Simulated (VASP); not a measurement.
The system is Ni.

```
Ni
1.0
     0.00000    1.73157    1.73157
     1.73157    0.00000    1.73157
     1.73157    1.73157    0.00000
Ni
1
Cartesian
  0.0000 0.0000 0.0000
```

Base run:

| Item | Value |
| --- | --- |
| Program | VASP 6.6.1 |
| Functional | PBEsol |
| Potentials or basis | VASP PAW PBE potentials, release 64 (Ni) |
| Cutoff | 520 eV |
| k mesh | 20 × 20 × 20 |
| Occupations | gaussian, width 0.05 eV |
| Spin | collinear spin, ferromagnetic start |
| Starting moments | [0.73] μB |

Its results: pressure -0.2 GPa.

The run is repeated on the same cell with these changes: spin from collinear spin, ferromagnetic start to no spin polarisation; further incar settings from ALGO = Normal; EDIFF = 1e-06; NBANDS = 15 to ALGO = Normal; EDIFF = 1e-06; NBANDS = 11. What comes out?

Pressure -1.4 GPa.

Caveats: the PAW data sets were made with another functional, which shifts forces and pressure a little.
